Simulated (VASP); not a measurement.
# CdF2 (Fm-3m) in VASP: further runs, part 2 of 2

VASP 6.6.1. Earlier steps stand in the parts before.

### Step 3. Single point, PBEsol

INCAR reads:

```
SYSTEM = CdF2
PREC     = Accurate       ! precision mode
ENCUT    = 520            ! plane-wave cutoff, eV
EDIFF    = 1E-7           ! SCF threshold, eV
ISMEAR   = 0              ! smearing method
SIGMA    = 0.01           ! smearing width, eV
LREAL    = .False.        ! projectors in reciprocal space
LASPH    = .True.         ! aspherical terms in the spheres
NELM     = 60             ! most SCF steps
ALGO     = Normal         ! electronic algorithm
ISIF     = 2              ! what is computed and relaxed
LWAVE    = .False.        ! write WAVECAR
LCHARG   = .False.        ! write CHGCAR
GGA      = PS             ! functional
NBANDS   = 20             ! bands
```

KPOINTS reads:

```
regular mesh
0
Gamma
  8 8 8
  0 0 0
```

POSCAR reads:

```
CdF2
1.0
    2.7092473824      2.7092473824      0.0000000000
   -2.7092473824      2.7092473824      0.0000000000
    0.0000000000      2.7092473824      2.7092473824
Cd F
1 2
Direct
    0.0000000000      0.0000000000      0.0000000000
    0.2500000000      0.7500000000      0.5000000000
    0.7500000000      0.2500000000      0.5000000000
```

Potentials or basis: VASP PAW PBE potentials, release 64 (Cd, F).

On the command line:

```bash
$ cat potpaw_PBE.64/Cd/POTCAR potpaw_PBE.64/F/POTCAR > POTCAR
$ mpirun -np 1 vasp_std > vasp.out
```

OUTCAR:

```text
SYSTEM = CdF2
   PREC = Accurate
   ENCUT = 520
   EDIFF = 1E-7
   ISMEAR = 0
   LREAL = .False.
   LASPH = .True.
   NELM = 60
   ISIF = 2
   GGA = PS

 ion  position               nearest neighbor table
   1  0.000  0.000  0.000-   3 2.35   2 2.35   2 2.35   3 2.35   2 2.35   3 2.35   3 2.35   2 2.35

   2  0.250  0.750  0.500-   1 2.35   1 2.35   1 2.35   1 2.35
   3  0.750  0.250  0.500-   1 2.35   1 2.35   1 2.35   1 2.35

  LATTYP: Found a face centered cubic cell.
 ALAT       =     5.4184947648

  Lattice vectors:

 A1 = (   0.0000000000,   2.7092473824,   2.7092473824)
 A2 = (   2.7092473824,   0.0000000000,   2.7092473824)
 A3 = (   2.7092473824,   2.7092473824,   0.0000000000)

Analysis of symmetry for initial positions (statically):
=====================================================================
 Subroutine PRICEL returns:
 Original cell was already a primitive cell.

 Routine SETGRP: Setting up the symmetry group for a
 face centered cubic supercell.

 Subroutine GETGRP returns: Found 48 space group operations
 (whereof 48 operations were pure point group operations)
 out of a pool of 48 trial point group operations.

The static configuration has the point symmetry O_h .

Analysis of symmetry for dynamics (positions and initial velocities):
=====================================================================
 Subroutine PRICEL returns:
 Original cell was already a primitive cell.

 Routine SETGRP: Setting up the symmetry group for a
 face centered cubic supercell.

 Subroutine GETGRP returns: Found 48 space group operations
 (whereof 48 operations were pure point group operations)
 out of a pool of 48 trial point group operations.

The dynamic configuration has the point symmetry O_h .

 Subroutine INISYM returns: Found 48 space group operations
 (whereof 48 operations are pure point group operations),
 and found     1 'primitive' translations

----------------------------------------------------------------------------------------

                                     Primitive cell

  volume of cell :      39.7719

  direct lattice vectors                    reciprocal lattice vectors
     2.709247382  2.709247382  0.000000000     0.184553099  0.184553099 -0.184553099
    -2.709247382  2.709247382  0.000000000    -0.184553099  0.184553099 -0.184553099
     0.000000000  2.709247382  2.709247382     0.000000000  0.000000000  0.369106198

  length of vectors
     3.831454392  3.831454392  3.831454392     0.319655344  0.319655344  0.369106198

  position of ions in fractional coordinates (direct lattice)
     0.000000000  0.000000000  0.000000000
     0.250000000  0.750000000  0.500000000
     0.750000000  0.250000000  0.500000000

  ion indices of the primitive-cell ions
   primitive index   ion index
                 1           1
                 2           2
                 3           3

----------------------------------------------------------------------------------------

 KPOINTS: regular mesh

Automatic generation of k-mesh.
 Grid dimensions read from file:
 generate k-points for:    8    8    8

 Generating k-lattice:

  Cartesian coordinates                     Fractional coordinates (reciprocal lattice)
     0.023069137  0.023069137 -0.023069137     0.125000000  0.000000000  0.000000000
    -0.023069137  0.023069137 -0.023069137     0.000000000  0.125000000  0.000000000
     0.000000000  0.000000000  0.046138275     0.000000000  0.000000000  0.125000000

  Length of vectors
     0.039956918  0.039956918  0.046138275

  Shift w.r.t. Gamma in fractional coordinates (k-lattice)
     0.000000000  0.000000000  0.000000000

 Subroutine IBZKPT returns following result:
 ===========================================

 Found     29 irreducible k-points:

 Following reciprocal coordinates:
            Coordinates               Weight
  0.000000  0.000000  0.000000      1.000000
  0.125000  0.000000  0.000000      8.000000
  0.250000  0.000000  0.000000      8.000000
  0.375000  0.000000  0.000000      8.000000
  0.500000  0.000000  0.000000      4.000000
  0.125000  0.125000  0.000000     12.000000
[... 16 lines left out ...]
  0.375000  0.250000  0.125000     48.000000
  0.500000  0.250000  0.125000     24.000000
 [... further k-points ...]
   k-points           NKPTS =     29   k-points in BZ     NKDIM =     29   number of bands    NBANDS=     20
   number of dos      NEDOS =    301   number of ions     NIONS =      3
   total plane-waves  NPLWV =  21952
   dimension x,y,z NGX =    28 NGY =   28 NGZ =   28
   dimension x,y,z NGXF=    56 NGYF=   56 NGZF=   56
   ions per type =               1   2
   NGX,Y,Z   is equivalent  to a cutoff of  12.15, 12.15, 12.15 a.u.
   NGXF,Y,Z  is equivalent  to a cutoff of  24.30, 24.30, 24.30 a.u.
 SYSTEM =  CdF2
   PREC   = accura    normal or accurate (medium, high low for compatibility)
   ISTART =      0    job   : 0-new  1-cont  2-samecut
   ICHARG =      2    charge: 1-file 2-atom 10-const
   ISPIN  =      1    spin polarized calculation?
   LNONCOLLINEAR =      F non collinear calculations
   LSORBIT =      F    spin-orbit coupling
   LASPH  =      T    aspherical Exc in radial PAW
   ENCUT  =  520.0 eV  38.22 Ry    6.18 a.u.   7.12  7.12  7.12*2*pi/ulx,y,z
   NELM   =     60;   NELMIN=  2; NELMDL= -5     # of ELM steps
   EDIFF  = 0.1E-06   stopping-criterion for ELM
   LREAL  =      F    real-space projection
   EDIFFG = 0.1E-05   stopping-criterion for IOM
   NSW    =      0    number of steps for IOM
   IBRION =     -1    ionic relax: 0-MD 1-quasi-New 2-CG
   NFREE  =      0    steps in history (QN), initial steepest desc. (CG)
   ISIF   =      2    stress and relaxation
   ISYM   =      2    0-nonsym 1-usesym 2-fastsym
   POTIM  = 0.5000    time-step for ionic-motion
   TEBEG  =    0.0;   TEEND  =   0.0 temperature during run
   PSTRESS=    0.0 pullay stress
   NELECT =      26.0000    total number of electrons
   NUPDOWN=      -1.0000    fix difference up-down
   EMIN   =  10.00;   EMAX   =-10.00  energy-range for DOS
   EFERMI =   0.00;   METHOD = LEGACY
   ISMEAR =     0;   SIGMA  =   0.01  broadening in eV -4-tet -1-fermi 0-gaus
   EFERMI_NEDOS =   21; number of points for ismear=-14 and -15
   IALGO  =     38    algorithm
   IMIX   =      4    mixing-type and parameters
     AMIX     =   0.40;   BMIX     =  1.00
     AMIX_MAG =   1.60;   BMIX_MAG =  1.00
  volume/ion in A,a.u.               =      13.26        89.46
  Fermi-wavevector in a.u.,A,eV,Ry     =   1.420825  2.684970 27.466679  2.018744
  Thomas-Fermi vector in A             =   2.541700
   LORBIT       =      0    0 simple, 1 ext, 2 COOP (PROOUT), +10 PAW based schemes
   GGA     = PS    functional components
   LHFCALC =     F    Hartree Fock is set to
   AEXX    =    0.0000 exact exchange contribution
   IVDW    =     0    specifies the selected vdW correction
   LEPSILON=     F    determine dielectric tensor
   LRPA    =     F    only Hartree local field effects (RPA)
 non-spin polarized calculation
 Gauss-broadening in eV      SIGMA  =   0.01
  energy-cutoff  :      520.00
  volume of cell :       39.77
 maximum number of plane-waves:      1090
   NGX = 15   NGY = 15   NGZ = 15

 number of electron      25.9999979 magnetization

 Free energy of the ion-electron system (eV)
  ---------------------------------------------------
  ext. energy  EPLUGINS =         0.00000000
  ---------------------------------------------------
  free energy    TOTEN  =       -11.59279702 eV

  energy without entropy =      -11.59279702  energy(sigma->0) =      -11.59279702

 E-fermi :  -1.4992     XC(G=0): -10.6136

 val. band max:       -1.5700194689   @ k =   0.5000   0.5000   0.2500
 cond. band min:       1.2764880415   @ k =   0.0000   0.0000   0.0000
 fundamental gap:      2.8465075104
 Fermi energy:        -1.4992405958

 k-point     1 :       0.0000    0.0000    0.0000
  band No.  band energies     occupation
      1     -22.1920      2.00000
      2     -21.1043      2.00000
      3      -7.1447      2.00000
      4      -7.1447      2.00000
      5      -7.1447      2.00000
      6      -5.9669      2.00000
[... 12 lines left out ...]
     19      17.9817      0.00000
[... 513 lines left out ...]
      4      -6.5927      2.00000
      5      -6.0204      2.00000
      6      -6.0002      2.00000
[... 12 lines left out ...]
     19      16.8244      0.00000
     20      20.3638      0.00000

 [... further k-points ...]

------------------------ aborting loop because EDIFF is reached ----------------------------------------

  FORCE on cell =-STRESS in cart. coord.  units (eV):
  Direction    XX          YY          ZZ          XY          YZ          ZX
  --------------------------------------------------------------------------------------
  -------------------------------------------------------------------------------------
  Total       -0.3196961     -0.3196961     -0.3196961      0.0000000     -0.0000000     -0.0000000
  in kB      -12.8786976    -12.8786976    -12.8786976      0.0000000     -0.0000000     -0.0000000
  external PRESSURE =     -12.8786976 kB  Pullay stress =       0.0000000 kB

 VOLUME and BASIS-vectors are now :
 -----------------------------------------------------------------------------
  energy-cutoff  :      520.00
  volume of cell :       39.77
      direct lattice vectors                 reciprocal lattice vectors
     2.709247382  2.709247382  0.000000000     0.184553099  0.184553099 -0.184553099
    -2.709247382  2.709247382  0.000000000    -0.184553099  0.184553099 -0.184553099
     0.000000000  2.709247382  2.709247382     0.000000000  0.000000000  0.369106198

 POSITION                                       TOTAL-FORCE (eV/Angst)
 -----------------------------------------------------------------------------------
      0.00000      0.00000      0.00000         0.000000     -0.000000      0.000000
     -1.35462      4.06387      1.35462         0.000000      0.000000     -0.000000
      1.35462      4.06387      1.35462        -0.000000      0.000000      0.000000
 -----------------------------------------------------------------------------------
    total drift:                                0.000000      0.000000     -0.000000

  FREE ENERGIE OF THE ION-ELECTRON SYSTEM (eV)
  ---------------------------------------------------
  free  energy   TOTEN  =       -11.5927970216 eV

  energy  without entropy=      -11.5927970216  energy(sigma->0) =      -11.59279702
```

Run time: 46 s. Hardware: 1 thread of AMD EPYC 7R13, shared host; peak memory 0.14 GiB.

Results:

```
Free energy            : -11.5928 eV
Pressure               : -1.3 GPa
Band gap on the k mesh : 2.85 eV (least direct gap 3.36 eV)
```

Caveat: the PAW data sets were made with another functional, which shifts forces and pressure a little.

### Step 4. Relaxation of cell and atoms, PBEsol, target pressure -2 GPa, at which the enthalpy is minimised

This run uses another cell than the first one, of 13.01 Å³/atom.

INCAR reads:

```
SYSTEM = CdF2
ALGO = Normal
EDIFF = 1E-6
EDIFFG = -0.002
ENCUT = 600
GGA = PS
IBRION = 2
ISIF = 3
ISMEAR = 0
LASPH = .TRUE.
LCHARG = .FALSE.
LREAL = .FALSE.
LWAVE = .FALSE.
NELM = 80
NSW = 100
PREC = Accurate
PSTRESS = -20.0
SIGMA = 0.01
```

KPOINTS reads:

```
k-points
0
G
  8 8 8
  0 0 0
```

POSCAR reads:

```
CdF2
1.0
    2.6921155975      2.6921155975      0.0000000000
   -2.6921155975      2.6921155975      0.0000000000
    0.0000000000      2.6921155975      2.6921155975
Cd F
1 2
Direct
    0.0000000000      0.0000000000      0.0000000000
    0.2500000000      0.7500000000      0.5000000000
    0.7500000000      0.2500000000      0.5000000000
```

On the command line:

```bash
$ cat potpaw_PBE.64/Cd/POTCAR potpaw_PBE.64/F/POTCAR > POTCAR
$ mpirun -np 1 vasp_std > vasp.out
```

It took 1.8 min on 1 thread of AMD EPYC 7R13, shared host; peak memory 0.16 GiB.

Results (log left out):

| Item | Value |
| --- | --- |
| Free energy | -11.5918 eV |
| Relaxed volume | 13.33 Å³/atom |
| Relaxed cell | a = 3.839 Å, b = 3.839 Å, c = 3.839 Å, α = 60.00°, β = 60.00°, γ = 90.00° |
| Space group after relaxing (to 0.1 Å) | Fm-3m (No. 225) |
| Energy change on relaxing (the run minimises the enthalpy) | +1.5 meV/atom |
| Ionic steps | 3 |
| Pressure after relaxing | -2.0 GPa |
| Band gap on the k mesh | 2.83 eV (least direct gap 3.35 eV) |

Step by step:
```csv
step,energy change (eV),largest force (eV/Å),pressure (GPa),volume (Å³)
1,0.0000,0.0000,0.64,39.02
2,0.0079,0.0000,-2.57,40.24
3,0.0044,0.0000,-1.98,40.00
```

Final structure:
```yaml
crystal:
  lattice:
    - [2.71446, 2.71446, 0.00000]
    - [-2.71446, 2.71446, 0.00000]
    - [0.00000, 2.71446, 2.71446]
  atoms:
    - { symbol: Cd, position: [0.00000, 0.00000, 0.00000] }
    - { symbol: F, position: [0.25000, 0.75000, 0.50000] }
    - { symbol: F, position: [0.75000, 0.25000, 0.50000] }
```

Levels at points of the mesh, in eV from the valence-band top:
```csv
k point,band 10,band 11,band 12,band 13,band 14,band 15,band 16,band 17
"(0.00, 0.00, 0.00)",-0.94,-0.52,-0.52,-0.52,2.83,12.40,12.40,12.40
"(0.50, 0.00, 0.00)",-1.79,-1.79,-0.41,-0.41,6.89,8.90,14.12,14.12
"(0.50, 0.50, 0.00)",-2.89,-0.47,-0.09,-0.09,7.70,9.34,11.65,13.91
```

Caveat: the cell is relaxed towards a set pressure, so the run minimises the enthalpy, not the energy; the PAW data sets were made with another functional, which shifts forces and pressure a little.
